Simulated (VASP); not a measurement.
# Pb (Fm-3m) in VASP: single point with PBE

Aim: the single point of Pb with PBE.

All numbers are computed with VASP 6.6.1; they aren't measurements. Logs are shortened: lines on timing, memory, paths and dates and some standing lists are left out, and cuts for length are marked.

### Step 1. The cell of the first run

Symmetry: Fm-3m, No. 225, cubic system. The conventional cell has a = 5.040 Å, b = 5.040 Å, c = 5.040 Å, α = 90.00°, β = 90.00°, γ = 90.00°. Pb (site symmetry m-3m) has 12 Pb at 3.56 Å within 4.7 Å.

### Step 2. Single point, PBE

INCAR reads:

```
SYSTEM = Pb
PREC = Accurate ; ENCUT = 500
EDIFF = 1E-6 ; ISMEAR = -1
SIGMA = 0.05 ; LREAL = .False.
LASPH = .True. ; NELM = 120
ALGO = Normal ; ISIF = 2
LWAVE = .False. ; LCHARG = .False.
GGA = PE ; NBANDS = 13
GGA_COMPAT = .False.
```

KPOINTS reads:

```
regular mesh
0
Gamma
  18 18 18
  0 0 0
```

POSCAR reads:

```
Pb
1.0
    0.0000000000      2.5201326391      2.5201326391
    2.5201326391      0.0000000000      2.5201326391
    2.5201326391      2.5201326391      0.0000000000
Pb
1
Direct
    0.0000000000      0.0000000000      0.0000000000
```

Potentials or basis: VASP PAW PBE potentials, release 64 (Pb_d).

Launch:

```bash
$ cat potpaw_PBE.64/Pb_d/POTCAR > POTCAR
$ mpirun -np 1 vasp_std > vasp.out
```

OUTCAR:

```text
SYSTEM = Pb
   PREC = Accurate
   ENCUT = 500
   EDIFF = 1E-6
   ISMEAR = -1
   LREAL = .False.
   LASPH = .True.
   NELM = 120
   ISIF = 2
   GGA = PE

 ion  position               nearest neighbor table
   1  0.000  0.000  0.000-

  LATTYP: Found a face centered cubic cell.
 ALAT       =     5.0402652782

  Lattice vectors:

 A1 = (   0.0000000000,   2.5201326391,   2.5201326391)
 A2 = (   2.5201326391,   0.0000000000,   2.5201326391)
 A3 = (   2.5201326391,   2.5201326391,   0.0000000000)

Analysis of symmetry for initial positions (statically):
=====================================================================
 Subroutine PRICEL returns:
 Original cell was already a primitive cell.

 Routine SETGRP: Setting up the symmetry group for a
 face centered cubic supercell.

 Subroutine GETGRP returns: Found 48 space group operations
 (whereof 48 operations were pure point group operations)
 out of a pool of 48 trial point group operations.

The static configuration has the point symmetry O_h .

Analysis of symmetry for dynamics (positions and initial velocities):
=====================================================================
 Subroutine PRICEL returns:
 Original cell was already a primitive cell.

 Routine SETGRP: Setting up the symmetry group for a
 face centered cubic supercell.

 Subroutine GETGRP returns: Found 48 space group operations
 (whereof 48 operations were pure point group operations)
 out of a pool of 48 trial point group operations.

The dynamic configuration has the point symmetry O_h .

 Subroutine INISYM returns: Found 48 space group operations
 (whereof 48 operations are pure point group operations),
 and found     1 'primitive' translations

----------------------------------------------------------------------------------------

                                     Primitive cell

  volume of cell :      32.0111

  direct lattice vectors                    reciprocal lattice vectors
     0.000000000  2.520132639  2.520132639    -0.198402256  0.198402256  0.198402256
     2.520132639  0.000000000  2.520132639     0.198402256 -0.198402256  0.198402256
     2.520132639  2.520132639  0.000000000     0.198402256  0.198402256 -0.198402256

  length of vectors
     3.564005757  3.564005757  3.564005757     0.343642787  0.343642787  0.343642787

  position of ions in fractional coordinates (direct lattice)
     0.000000000  0.000000000  0.000000000

  ion indices of the primitive-cell ions
   primitive index   ion index
                 1           1

----------------------------------------------------------------------------------------

 KPOINTS: regular mesh

Automatic generation of k-mesh.
 Grid dimensions read from file:
 generate k-points for:   18   18   18

 Generating k-lattice:

  Cartesian coordinates                     Fractional coordinates (reciprocal lattice)
    -0.011022348  0.011022348  0.011022348     0.055555556  0.000000000  0.000000000
     0.011022348 -0.011022348  0.011022348     0.000000000  0.055555556  0.000000000
     0.011022348  0.011022348 -0.011022348     0.000000000  0.000000000  0.055555556

  Length of vectors
     0.019091266  0.019091266  0.019091266

  Shift w.r.t. Gamma in fractional coordinates (k-lattice)
     0.000000000  0.000000000  0.000000000

 Subroutine IBZKPT returns following result:
 ===========================================

 Found    195 irreducible k-points:

 Following reciprocal coordinates:
            Coordinates               Weight
  0.000000  0.000000  0.000000      1.000000
  0.055556  0.000000  0.000000      8.000000
  0.111111  0.000000  0.000000      8.000000
  0.166667  0.000000  0.000000      8.000000
  0.222222  0.000000  0.000000      8.000000
  0.277778  0.000000  0.000000      8.000000
[... 16 lines left out ...]
 -0.277778  0.055556  0.000000     24.000000
 -0.222222  0.055556  0.000000     24.000000
 [... further k-points ...]
   k-points           NKPTS =    195   k-points in BZ     NKDIM =    195   number of bands    NBANDS=     13
   number of dos      NEDOS =    301   number of ions     NIONS =      1
   total plane-waves  NPLWV =  21952
   dimension x,y,z NGX =    28 NGY =   28 NGZ =   28
   dimension x,y,z NGXF=    56 NGYF=   56 NGZF=   56
   ions per type =               1
   NGX,Y,Z   is equivalent  to a cutoff of  13.06, 13.06, 13.06 a.u.
   NGXF,Y,Z  is equivalent  to a cutoff of  26.12, 26.12, 26.12 a.u.
 SYSTEM =  Pb
   PREC   = accura    normal or accurate (medium, high low for compatibility)
   ISTART =      0    job   : 0-new  1-cont  2-samecut
   ICHARG =      2    charge: 1-file 2-atom 10-const
   ISPIN  =      1    spin polarized calculation?
   LNONCOLLINEAR =      F non collinear calculations
   LSORBIT =      F    spin-orbit coupling
   LASPH  =      T    aspherical Exc in radial PAW
   ENCUT  =  500.0 eV  36.75 Ry    6.06 a.u.   6.50  6.50  6.50*2*pi/ulx,y,z
   NELM   =    120;   NELMIN=  2; NELMDL= -5     # of ELM steps
   EDIFF  = 0.1E-05   stopping-criterion for ELM
   LREAL  =      F    real-space projection
   EDIFFG = 0.1E-04   stopping-criterion for IOM
   NSW    =      0    number of steps for IOM
   IBRION =     -1    ionic relax: 0-MD 1-quasi-New 2-CG
   NFREE  =      0    steps in history (QN), initial steepest desc. (CG)
   ISIF   =      2    stress and relaxation
   ISYM   =      2    0-nonsym 1-usesym 2-fastsym
   POTIM  = 0.5000    time-step for ionic-motion
   TEBEG  =    0.0;   TEEND  =   0.0 temperature during run
   PSTRESS=    0.0 pullay stress
   NELECT =      14.0000    total number of electrons
   NUPDOWN=      -1.0000    fix difference up-down
   EMIN   =  10.00;   EMAX   =-10.00  energy-range for DOS
   EFERMI =   0.00;   METHOD = LEGACY
   ISMEAR =    -1;   SIGMA  =   0.05  broadening in eV -4-tet -1-fermi 0-gaus
   EFERMI_NEDOS =   21; number of points for ismear=-14 and -15
   IALGO  =     38    algorithm
   IMIX   =      4    mixing-type and parameters
     AMIX     =   0.40;   BMIX     =  1.00
     AMIX_MAG =   1.60;   BMIX_MAG =  1.00
  volume/ion in A,a.u.               =      32.01       216.02
  Fermi-wavevector in a.u.,A,eV,Ry     =   1.242656  2.348279 21.010020  1.544193
  Thomas-Fermi vector in A             =   2.377001
   LORBIT       =      0    0 simple, 1 ext, 2 COOP (PROOUT), +10 PAW based schemes
   GGA     = PE    functional components
   LHFCALC =     F    Hartree Fock is set to
   AEXX    =    0.0000 exact exchange contribution
   IVDW    =     0    specifies the selected vdW correction
   LEPSILON=     F    determine dielectric tensor
   LRPA    =     F    only Hartree local field effects (RPA)
 non-spin polarized calculation
  energy-cutoff  :      500.00
  volume of cell :       32.01
 maximum number of plane-waves:       869
 NGX is ok and might be reduce to    28
   NGX = 13   NGY = 13   NGZ = 13

 number of electron      14.0000003 magnetization

 Free energy of the ion-electron system (eV)
  ---------------------------------------------------
  ext. energy  EPLUGINS =         0.00000000
  ---------------------------------------------------
  free energy    TOTEN  =        -3.56338608 eV

  energy without entropy =       -3.55661544  energy(sigma->0) =       -3.56000076

 E-fermi :   6.7334     XC(G=0):  -9.9271

 val. band max:        6.7046396897   @ k =  -0.4444   0.3889   0.0000
 cond. band min:       6.7401431082   @ k =  -0.3889   0.3333   0.1667
 fundamental gap:      0.0355034185
 Fermi energy:         6.7333613048

 k-point     1 :       0.0000    0.0000    0.0000
  band No.  band energies     occupation
      1     -10.3467      2.00000
      2     -10.3467      2.00000
      3     -10.3467      2.00000
      4     -10.2288      2.00000
      5     -10.2288      2.00000
      6      -4.7081      2.00000
      7      13.6868      0.00000
      8      13.6868      0.00000
      9      13.6868      0.00000
     10      16.4142      0.00000
     11      17.3461      0.00000
     12      18.7844      0.00000
     13      18.7844      0.00000

 k-point     2 :       0.0556    0.0000    0.0000
  band No.  band energies     occupation
      1     -10.3466      2.00000
      2     -10.3428      2.00000
      3     -10.3428      2.00000
      4     -10.2291      2.00000
      5     -10.2291      2.00000
      6      -4.6520      2.00000
      7      12.9442      0.00000
      8      13.6153      0.00000
      9      13.6153      0.00000
     10      16.2204      0.00000
     11      17.7430      0.00000
     12      18.9119      0.00000
     13      18.9119      0.00000

 k-point     3 :       0.1111    0.0000    0.0000
  band No.  band energies     occupation
      1     -10.3466      2.00000
      2     -10.3326      2.00000
      3     -10.3326      2.00000
      4     -10.2286      2.00000
      5     -10.2286      2.00000
      6      -4.4838      2.00000
      7      11.4371      0.00000
      8      13.4224      0.00000
      9      13.4224      0.00000
     10      15.9263      0.00000
     11      18.4381      0.00000
     12      19.2529      0.00000
     13      19.2529      0.00000

 k-point     4 :       0.1667    0.0000    0.0000
  band No.  band energies     occupation
      1     -10.3474      2.00000
      2     -10.3215      2.00000
      3     -10.3215      2.00000
      4     -10.2235      2.00000
      5     -10.2235      2.00000
      6      -4.2042      2.00000
      7       9.7778      0.00000
      8      13.1554      0.00000
      9      13.1554      0.00000
     10      15.6752      0.00000
     11      19.0476      0.00000
     12      19.3265      0.00000
     13      19.4256      0.00000

 k-point     5 :       0.2222    0.0000    0.0000
  band No.  band energies     occupation
      1     -10.3493      2.00000
      2     -10.3161      2.00000
      3     -10.3161      2.00000
      4     -10.2088      2.00000
      5     -10.2088      2.00000
      6      -3.8161      2.00000
      7       8.1450      0.00000
      8      12.8613      0.00000
      9      12.8613      0.00000
     10      15.4951      0.00000
     11      18.3018      0.00000
     12      18.9563      0.00000
     13      18.9563      0.00000
[... 257 lines left out ...]
 k-point    22 :      -0.3333    0.0556    0.0000
  band No.  band energies     occupation
      1     -10.3548      2.00000
      2     -10.3257      2.00000
      3     -10.3219      2.00000
      4     -10.1629      2.00000
      5     -10.1420      2.00000
      6      -2.5111      2.00000
      7       4.8186      2.00000
      8      11.3908      0.00000
      9      12.4907      0.00000
     10      15.7162      0.00000
     11      16.4814      0.00000
     12      17.8328      0.00000
     13      19.0007      0.00000

 k-point    23 :      -0.2778    0.0556    0.0000
  band No.  band energies     occupation
      1     -10.3522      2.00000
      2     -10.3184      2.00000
      3     -10.3154      2.00000
      4     -10.1917      2.00000
      5     -10.1644      2.00000
      6      -3.0978      2.00000
      7       6.1556      1.99998
      8      11.5429      0.00000
      9      12.8346      0.00000
     10      15.7659      0.00000
     11      16.9527      0.00000
     12      18.0634      0.00000
     13      19.4695      0.00000

 k-point    24 :      -0.2222    0.0556    0.0000
  band No.  band energies     occupation
      1     -10.3503      2.00000
      2     -10.3135      2.00000
      3     -10.3117      2.00000
      4     -10.2177      2.00000
      5     -10.1880      2.00000
      6      -3.6151      2.00000
      7       7.6420      0.00000
      8      11.7767      0.00000
      9      13.1833      0.00000
     10      15.8504      0.00000
     11      17.5524      0.00000
     12      18.4131      0.00000
     13      19.9056      0.00000

 [... further k-points ...]

------------------------ aborting loop because EDIFF is reached ----------------------------------------

  FORCE on cell =-STRESS in cart. coord.  units (eV):
  Direction    XX          YY          ZZ          XY          YZ          ZX
  --------------------------------------------------------------------------------------
  -------------------------------------------------------------------------------------
  Total       -0.0046668     -0.0046668     -0.0046668     -0.0000000     -0.0000000      0.0000000
  in kB       -0.2335784     -0.2335784     -0.2335784     -0.0000000     -0.0000000      0.0000000
  external PRESSURE =      -0.2335784 kB  Pullay stress =       0.0000000 kB

 VOLUME and BASIS-vectors are now :
 -----------------------------------------------------------------------------
  energy-cutoff  :      500.00
  volume of cell :       32.01
      direct lattice vectors                 reciprocal lattice vectors
     0.000000000  2.520132639  2.520132639    -0.198402256  0.198402256  0.198402256
     2.520132639  0.000000000  2.520132639     0.198402256 -0.198402256  0.198402256
     2.520132639  2.520132639  0.000000000     0.198402256  0.198402256 -0.198402256

 POSITION                                       TOTAL-FORCE (eV/Angst)
 -----------------------------------------------------------------------------------
      0.00000      0.00000      0.00000        -0.000000      0.000000     -0.000000
 -----------------------------------------------------------------------------------
    total drift:                               -0.000000     -0.000000     -0.000000

  FREE ENERGIE OF THE ION-ELECTRON SYSTEM (eV)
  ---------------------------------------------------
  free  energy   TOTEN  =        -3.5633860826 eV

  energy  without entropy=       -3.5566154351  energy(sigma->0) =       -3.56000076
```

Wall time 41 s (1 thread of Intel Xeon Platinum 8375C at 2.90GHz (Ice Lake), shared host); peak memory 0.2 GiB.

What came out:

```yaml
Free_energy: -3.5634 eV
Pressure: 0.0 GPa
Band_gap_on_the_k_mesh: zero (bands 7 and 8 overlap by 8.43 eV)
```

Caveat: spin-orbit coupling is left out, which moves the levels of the heavy elements.

The gap in the log of VASP goes by the Fermi energy; the results here count the filled bands.